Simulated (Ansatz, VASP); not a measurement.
**AlN: VASP beside Ansatz**

The input POSCAR:

```
AlN
1.0
   -0.0305421262      2.0287036950      2.0287036950
    2.0287036950     -0.0305421262      2.0287036950
    2.0287036950      2.0287036950     -0.0305421262
Al N
1 1
Direct
    0.0000000000      0.0000000000      0.0000000000
    0.5000000000      0.5000000000      0.5000000000
```

File INCAR.step1:

```
PREC = Accurate
ENCUT = 520
EDIFF = 1E-5
ISMEAR = 0
SIGMA = 0.01
LREAL = False
LASPH = True
NELM = 60
ALGO = Normal
ISIF = 2
LWAVE = True
GGA = PE
NBANDS = 11
```

The input INCAR.step2:

```
PREC = Accurate
ENCUT = 520
EDIFF = 1E-6
ISMEAR = 0
SIGMA = 0.01
LREAL = False
LASPH = True
NELM = 60
ALGO = Normal
ISIF = 2
LWAVE = False
LCHARG = True
GGA = PE
LHFCALC = True
HFSCREEN = 0.2079
PRECFOCK = Normal
LELF = True
LVHAR = True
ISTART = 1
NBANDS = 11
```

The input KPOINTS:

```
Automatic mesh
0
Gamma
  8 8 8
```

Input for Ansatz:

```yaml
crystal:
  lattice:
    - [-0.0305421262, 2.028703695, 2.028703695]
    - [2.028703695, -0.0305421262, 2.028703695]
    - [2.028703695, 2.028703695, -0.0305421262]
  atoms:
    - { symbol: Al, position: [0.0, 0.0, 0.0] }
    - { symbol: "N", position: [0.5, 0.5, 0.5] }
kpoints:
  mp_grid: { grid: [8, 8, 8] }
  band_path:
    path:
      - [0.0, 0.0, 0.0]
      - [0.5, 0.0, 0.5]
      - [0.625, 0.25, 0.625]
      - [0.375, 0.375, 0.75]
      - [0.5, 0.5, 0.5]
      - [0.5, 0.25, 0.75]
      - [0.0, 0.5, 0.5]
    npoints: 1
hamiltonian:
  xc: hse06
scf:
  occupations: { method: fixed }
  n_extra_bands: 4
output:
  forces: true
  stress: true
  eigenvalues: true
```

Change from the starting cell: epitaxial_111 strain +2.0%.

Alike in both runs: task single point; functional HSE06; k mesh 8 × 8 × 8; no spin polarisation.

|  | VASP | Ansatz |
| --- | --- | --- |
| version | VASP 6.6.1 | Ansatz 0.2.0 |
| potentials or method | VASP PAW PBE potentials, release 64 (Al, N) | plane waves, PAW |
| plane-wave cutoff (eV) | 520 | 420 |
| occupations | gaussian, width 0.01 eV | fixed |
| valence electrons in the cell | 8 | 8 |

Ansatz gave:

- gap on the k mesh at the Fermi level (eV): 5.43
- pressure (GPa): -10.9
- traceless stress, the component that is largest in VASP (GPa): 4.62

Problem. Which values does VASP return?

Solution. gap on the k mesh at the Fermi level (eV): 5.37; pressure (GPa): -10.8; traceless stress, the component that is largest in VASP (GPa): 4.62.

Ansatz's warnings: stress exchange threshold loose, stress scf threshold loose.
